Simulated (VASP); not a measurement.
# CaSe (F-43m) in VASP: notebook

Aim: see how the results for CaSe move with the level of theory and the settings. Levels: BLYP+D4, PBE, LDA. Tasks: single point, relaxation of cell and atoms.

Program: VASP 6.6.1. These are calculated values, not measurements. Logs are shortened: lines on timing, memory, paths and dates and some standing lists are left out, and cuts for length are marked.

### Step 1. The cell of the first run

The structure is cubic, space group F-43m (No. 216). The conventional cell has a = 6.514 Å, b = 6.514 Å, c = 6.514 Å, α = 90.00°, β = 90.00°, γ = 90.00°. Se (site symmetry -43m) has 4 Ca at 2.82 Å within 3.7 Å. Within 3.7 Å of Ca (site symmetry -43m) lie 4 Se at 2.82 Å.

### Step 2. Single point, BLYP+D4

INCAR reads:

```
SYSTEM = CaSe
PREC = Accurate ; ENCUT = 520
EDIFF = 1E-7 ; ISMEAR = 0
SIGMA = 0.05 ; LREAL = .FALSE.
LASPH = .TRUE. ; NELM = 100
ALGO = Normal ; ISIF = 2
LWAVE = .FALSE. ; LCHARG = .TRUE.
GGA = B5 ; ALDAX = 1.0
AGGAX = 1.0 ; AGGAC = 1.0
ALDAC = 0.0 ; IVDW = 13
VDW_S6 = 1.0 ; VDW_S8 = 2.34076671
VDW_A1 = 0.44488865 ; VDW_A2 = 4.0933009
LELF = .TRUE. ; LVHAR = .TRUE.
NBANDS = 15
```

KPOINTS reads:

```
Automatic mesh
0
G
  7 7 7
  0 0 0
```

POSCAR reads:

```
CaSe
1.0
    0.0000000000      3.2568142676      3.2568142676
    3.2568142676      0.0000000000      3.2568142676
    3.2568142676      3.2568142676      0.0000000000
Se Ca
1 1
Direct
    0.2500000000      0.2500000000      0.2500000000
    0.0000000000      0.0000000000      0.0000000000
```

Potentials or basis: VASP PAW PBE potentials, release 64 (Se, Ca_sv).

On the command line:

```
cat potpaw_PBE.64/Se/POTCAR potpaw_PBE.64/Ca_sv/POTCAR > POTCAR
mpirun -np 1 vasp_std > vasp.out
```

OUTCAR:

```text
SYSTEM = CaSe
   PREC = Accurate
   ENCUT = 520
   EDIFF = 1E-7
   ISMEAR = 0
   LREAL = .FALSE.
   LASPH = .TRUE.
   NELM = 100
   ISIF = 2
   GGA = B5
   IVDW = 13

 ion  position               nearest neighbor table
   1  0.250  0.250  0.250-   2 2.82   2 2.82   2 2.82   2 2.82
   2  0.000  0.000  0.000-   1 2.82   1 2.82   1 2.82   1 2.82

  LATTYP: Found a face centered cubic cell.
 ALAT       =     6.5136285352

  Lattice vectors:

 A1 = (   0.0000000000,   3.2568142676,   3.2568142676)
 A2 = (   3.2568142676,   0.0000000000,   3.2568142676)
 A3 = (   3.2568142676,   3.2568142676,   0.0000000000)

Analysis of symmetry for initial positions (statically):
=====================================================================
 Subroutine PRICEL returns:
 Original cell was already a primitive cell.

 Routine SETGRP: Setting up the symmetry group for a
 face centered cubic supercell.

 Subroutine GETGRP returns: Found 24 space group operations
 (whereof 24 operations were pure point group operations)
 out of a pool of 48 trial point group operations.

The static configuration has the point symmetry T_d .

Analysis of symmetry for dynamics (positions and initial velocities):
=====================================================================
 Subroutine PRICEL returns:
 Original cell was already a primitive cell.

 Routine SETGRP: Setting up the symmetry group for a
 face centered cubic supercell.

 Subroutine GETGRP returns: Found 24 space group operations
 (whereof 24 operations were pure point group operations)
 out of a pool of 48 trial point group operations.

The dynamic configuration has the point symmetry T_d .

 Subroutine INISYM returns: Found 24 space group operations
 (whereof 24 operations are pure point group operations),
 and found     1 'primitive' translations

----------------------------------------------------------------------------------------

                                     Primitive cell

  volume of cell :      69.0890

  direct lattice vectors                    reciprocal lattice vectors
     0.000000000  3.256814268  3.256814268    -0.153524260  0.153524260  0.153524260
     3.256814268  0.000000000  3.256814268     0.153524260 -0.153524260  0.153524260
     3.256814268  3.256814268  0.000000000     0.153524260  0.153524260 -0.153524260

  length of vectors
     4.605830907  4.605830907  4.605830907     0.265911818  0.265911818  0.265911818

  position of ions in fractional coordinates (direct lattice)
[... 85 lines left out ...]
   NELECT =      16.0000    total number of electrons
   NUPDOWN=      -1.0000    fix difference up-down
   EMIN   =  10.00;   EMAX   =-10.00  energy-range for DOS
   EFERMI =   0.00;   METHOD = LEGACY
   ISMEAR =     0;   SIGMA  =   0.05  broadening in eV -4-tet -1-fermi 0-gaus
   EFERMI_NEDOS =   21; number of points for ismear=-14 and -15
   IALGO  =     38    algorithm
   IMIX   =      4    mixing-type and parameters
     AMIX     =   0.40;   BMIX     =  1.00
     AMIX_MAG =   1.60;   BMIX_MAG =  1.00
  volume/ion in A,a.u.               =      34.54       233.12
  Fermi-wavevector in a.u.,A,eV,Ry     =   1.005337  1.899812 13.751453  1.010703
  Thomas-Fermi vector in A             =   2.138010
   LORBIT       =      0    0 simple, 1 ext, 2 COOP (PROOUT), +10 PAW based schemes
   GGA     = B5    functional components
   LHFCALC =     F    Hartree Fock is set to
   AEXX    =    0.0000 exact exchange contribution
   IVDW    =    13    specifies the selected vdW correction
   LEPSILON=     F    determine dielectric tensor
   LRPA    =     F    only Hartree local field effects (RPA)
 non-spin polarized calculation
 Gauss-broadening in eV      SIGMA  =   0.05
  energy-cutoff  :      520.00
  volume of cell :       69.09
 maximum number of plane-waves:      1877
 NGX is ok and might be reduce to    36
   NGX = 17   NGY = 17   NGZ = 17

 number of electron      16.0000002 magnetization

 Free energy of the ion-electron system (eV)
  ---------------------------------------------------
  ext. energy  EPLUGINS =         0.00000000
  ---------------------------------------------------
  free energy    TOTEN  =        -8.19026174 eV

  energy without entropy =       -8.19026174  energy(sigma->0) =       -8.19026174

 E-fermi :   0.4298     XC(G=0):  -7.2547

 val. band max:        0.1447453449   @ k =  -0.2857   0.2857   0.0000
 cond. band min:       3.5269915193   @ k =   0.0000   0.0000   0.0000
 fundamental gap:      3.3822461743
 Fermi energy:         0.4297839520

 k-point     1 :       0.0000    0.0000    0.0000
  band No.  band energies     occupation
      1     -38.8216      2.00000
      2     -19.9473      2.00000
      3     -19.9473      2.00000
      4     -19.9473      2.00000
      5     -10.2317      2.00000
      6       0.0305      2.00000
      7       0.0305      2.00000
      8       0.0305      2.00000
      9       3.5270      0.00000
     10       5.4472      0.00000
     11       5.4472      0.00000
     12       7.5228      0.00000
     13       7.5228      0.00000
     14       7.5228      0.00000
[... 329 lines left out ...]
      2     -19.9926      2.00000
      3     -19.9687      2.00000
      4     -19.9602      2.00000
      5      -9.8824      2.00000
      6      -0.6599      2.00000
      7      -0.4766      2.00000
      8       0.0919      2.00000
      9       4.0318      0.00000
     10       5.1443      0.00000
     11       5.8254      0.00000
     12       6.4421      0.00000
     13       6.8438      0.00000
     14       8.6157      0.00000
     15       9.0945      0.00000

------------------------ aborting loop because EDIFF is reached ----------------------------------------

  DFT-D4 for vdW energy calculation

  Edisp (eV):   -0.85557

  FORCE on cell =-STRESS in cart. coord.  units (eV):
  Direction    XX          YY          ZZ          XY          YZ          ZX
  --------------------------------------------------------------------------------------
  -------------------------------------------------------------------------------------
  Total       0.06862     0.06862     0.06862     0.00000     0.00000     0.00000
  in kB       1.59134     1.59134     1.59134     0.00000     0.00000     0.00000
  external pressure =        1.59 kB  Pullay stress =        0.00 kB

 VOLUME and BASIS-vectors are now :
 -----------------------------------------------------------------------------
  energy-cutoff  :      520.00
  volume of cell :       69.09
      direct lattice vectors                 reciprocal lattice vectors
     0.000000000  3.256814268  3.256814268    -0.153524260  0.153524260  0.153524260
     3.256814268  0.000000000  3.256814268     0.153524260 -0.153524260  0.153524260
     3.256814268  3.256814268  0.000000000     0.153524260  0.153524260 -0.153524260

 POSITION                                       TOTAL-FORCE (eV/Angst)
 -----------------------------------------------------------------------------------
      1.62841      1.62841      1.62841        -0.000000     -0.000000     -0.000000
      0.00000      0.00000      0.00000         0.000000      0.000000      0.000000
 -----------------------------------------------------------------------------------
    total drift:                               -0.000000     -0.000000     -0.000000

  FREE ENERGIE OF THE ION-ELECTRON SYSTEM (eV)
  ---------------------------------------------------
  free  energy   TOTEN  =        -9.0458323576 eV

  energy  without entropy=       -9.0458323576  energy(sigma->0) =       -9.04583236
```

It took 44 s on 1 thread of Intel Xeon Platinum 8259CL at 2.50GHz (Skylake/Cascade Lake), shared host; peak memory 0.21 GiB.

Results:

```
Free energy                : -9.0458 eV
Pressure                   : 0.2 GPa
Band gap on the k mesh     : 3.38 eV, indirect (least direct gap 3.50 eV)
Dispersion energy per atom : -0.428 eV
```

Caveat: the PAW data sets were made with another functional, which shifts forces and pressure a little. A k mesh can miss the band edges.

### Step 3. Single point, PBE

This run uses another cell than the first one, of 35.94 Å³/atom, 1.040 times its volume.

INCAR reads:

```
ALGO = Normal ; EDIFF = 1E-6
ENCUT = 520 ; GGA = PE
ISIF = 2 ; ISMEAR = 0
LASPH = T ; LCHARG = T
LELF = T ; LREAL = F
LVHAR = T ; LWAVE = F
NBANDS = 15 ; NELM = 60
PREC = Accurate ; SIGMA = 0.02
```

KPOINTS reads:

```
k-points
0
Gamma
  7 7 7
```

POSCAR reads:

```
CaSe
1.0
    0.0000000000      3.3000000000      3.3000000000
    3.3000000000      0.0000000000      3.3000000000
    3.3000000000      3.3000000000      0.0000000000
Se Ca
1 1
Direct
    0.2500000000      0.2500000000      0.2500000000
    0.0000000000      0.0000000000      0.0000000000
```

Potentials or basis: VASP PAW PBE potentials, release 64 (Se, Ca_sv).

On the command line:

```
cat potpaw_PBE.64/Se/POTCAR potpaw_PBE.64/Ca_sv/POTCAR > POTCAR
mpirun -np 1 vasp_std > vasp.out
```

Run time: 28 s. Hardware: 1 thread of Intel Xeon Platinum 8259CL at 2.50GHz (Skylake/Cascade Lake), shared host; peak memory 0.21 GiB.

Results (log left out):

| Property | Result |
| --- | --- |
| Free energy | -8.9699 eV |
| Pressure | -0.1 GPa |
| Band gap on the k mesh | 3.15 eV, indirect (least direct gap 3.24 eV) |

Levels at points of the mesh, in eV from the valence-band top:
| k point | band 6 | band 7 | band 8 | band 9 | band 10 | band 11 |
| --- | --- | --- | --- | --- | --- | --- |
| (0.00, 0.00, 0.00) | -0.09 | -0.09 | -0.09 | 3.15 | 5.33 | 5.33 |

### Step 4. Single point, LDA

This run uses another cell than the first one, of 35.94 Å³/atom, 1.040 times its volume.

INCAR reads:

```
SYSTEM = CaSe
PREC = Accurate
ENCUT = 520
EDIFF = 1E-6
ISMEAR = -1
SIGMA = 0.02
LREAL = .FALSE.
LASPH = .TRUE.
NELM = 80
ALGO = Normal
ISIF = 2
LWAVE = .FALSE.
LCHARG = .FALSE.
NBANDS = 15
```

KPOINTS reads:

```
Automatic mesh
0
G
  7 7 7
  0 0 0
```

POSCAR is that of step 3.

Potentials or basis: VASP PAW LDA potentials, release 64 (Se, Ca_sv).

On the command line:

```
cat potpaw_LDA.64/Se/POTCAR potpaw_LDA.64/Ca_sv/POTCAR > POTCAR
mpirun -np 1 vasp_std > vasp.out
```

Run time: 20 s. Hardware: 1 thread of Intel Xeon Platinum 8259CL at 2.50GHz (Skylake/Cascade Lake), shared host; peak memory 0.18 GiB.

The run converged. Its results:

```yaml
Free_energy: -9.8141 eV
Pressure: -2.6 GPa
Band_gap_on_the_k_mesh: 2.89 eV, indirect (least direct gap 2.99 eV)
```

Levels at points of the mesh, in eV from the valence-band top:
| k point | band 6 | band 7 | band 8 | band 9 | band 10 | band 11 |
| --- | --- | --- | --- | --- | --- | --- |
| (0.00, 0.00, 0.00) | -0.10 | -0.10 | -0.10 | 2.89 | 5.19 | 5.19 |

A k mesh can miss the band edges.

### Step 5. Relaxation of cell and atoms, BLYP+D4

This run uses another cell than the first one, of 35.94 Å³/atom, 1.040 times its volume.

INCAR reads:

```
SYSTEM = CaSe
PREC = Accurate
ENCUT = 600
EDIFF = 1E-7
ISMEAR = 0
SIGMA = 0.05
LREAL = .FALSE.
LASPH = .TRUE.
NELM = 60
ALGO = Normal
ISIF = 3
LWAVE = .FALSE.
LCHARG = .FALSE.
GGA = B5
ALDAX = 1.0
AGGAX = 1.0
AGGAC = 1.0
ALDAC = 0.0
IVDW = 13
VDW_S6 = 1.0
VDW_S8 = 2.34076671
VDW_A1 = 0.44488865
VDW_A2 = 4.0933009
IBRION = 2
NSW = 80
EDIFFG = -0.005
```

KPOINTS reads:

```
regular mesh
0
G
  7 7 7
  0 0 0
```

POSCAR is that of step 4.

Potentials or basis: VASP PAW PBE potentials, release 64 (Se, Ca_sv).

On the command line:

```
cat potpaw_PBE.64/Se/POTCAR potpaw_PBE.64/Ca_sv/POTCAR > POTCAR
mpirun -np 1 vasp_std > vasp.out
```

Wall time 2 min (1 thread of Intel Xeon Platinum 8259CL at 2.50GHz (Skylake/Cascade Lake), shared host); peak memory 0.24 GiB.

Results (log left out):

| Quantity | Value |
| --- | --- |
| Free energy | -9.0458 eV |
| Relaxed volume | 34.71 Å³/atom |
| Relaxed cell | a = 4.613 Å, b = 4.613 Å, c = 4.613 Å, α = 60.00°, β = 60.00°, γ = 60.00° |
| Space group after relaxing (to 0.05 Å) | F-43m (No. 216) |
| Energy gained by relaxing | 4.4 meV/atom |
| Ionic steps | 3 |
| Pressure after relaxing | 0.0 GPa |
| Band gap on the k mesh | 3.37 eV, indirect (least direct gap 3.48 eV) |
| Dispersion energy per atom | -0.425 eV |

The path:
| step | energy change (eV) | largest force (eV/Å) | pressure (GPa) | volume (Å³) |
| --- | --- | --- | --- | --- |
| 1 | 0.0000 | 0.0000 | -1.12 | 71.87 |
| 2 | -0.0087 | 0.0000 | 0.07 | 69.29 |
| 3 | -0.0087 | 0.0000 | 0.00 | 69.43 |

Final structure:
```cif
data_structure
_symmetry_space_group_name_H-M 'P 1'
_symmetry_Int_Tables_number 1
_cell_length_a 4.6133
_cell_length_b 4.6133
_cell_length_c 4.6133
_cell_angle_alpha 60.000
_cell_angle_beta 60.000
_cell_angle_gamma 60.000
_cell_volume 69.43
loop_
_atom_site_label
_atom_site_type_symbol
_atom_site_fract_x
_atom_site_fract_y
_atom_site_fract_z
_atom_site_occupancy
Se1 Se 0.25000 0.25000 0.25000 1
Ca1 Ca 0.00000 0.00000 0.00000 1
```

Levels at points of the mesh, in eV from the valence-band top:
```
           k point  band 6  band 7  band 8  band 9  band 10  band 11
(0.00, 0.00, 0.00)   -0.11   -0.11   -0.11    3.37     5.29     5.29
```

Caveat: the PAW data sets were made with another functional, which shifts forces and pressure a little.

### Step 6. The runs side by side

| task | level | potentials or basis | cell | cutoff (eV) | smearing | gap on the mesh (eV) | pressure (GPa) |
| --- | --- | --- | --- | --- | --- | --- | --- |
| single point | BLYP+D4 | VASP PAW PBE potentials, release 64 (Se, Ca_sv) | a = 4.606 Å, angles 60.0°, 2 atoms | 520 | gaussian 0.05 eV | 3.38 | 0.2 |
| single point | PBE | VASP PAW PBE potentials, release 64 (Se, Ca_sv) | a = 4.667 Å, angles 60.0°, 2 atoms | 520 | gaussian 0.02 eV | 3.15 | -0.1 |
| single point | LDA | VASP PAW LDA potentials, release 64 (Se, Ca_sv) | a = 4.667 Å, angles 60.0°, 2 atoms | 520 | fermi-dirac 0.02 eV | 2.89 | -2.6 |
| relaxation of cell and atoms | BLYP+D4 | VASP PAW PBE potentials, release 64 (Se, Ca_sv) | relaxed from a = 4.667 Å, angles 60.0°, 2 atoms | 600 | gaussian 0.05 eV | 3.37 | 0.0 |

Alike in all rows: no spin polarisation; k mesh 7 × 7 × 7.

Caveats: the PAW data sets were made with another functional, which shifts forces and pressure a little (some runs).

Total energies depend on the potentials used, so only differences within one code and one set of settings carry meaning.
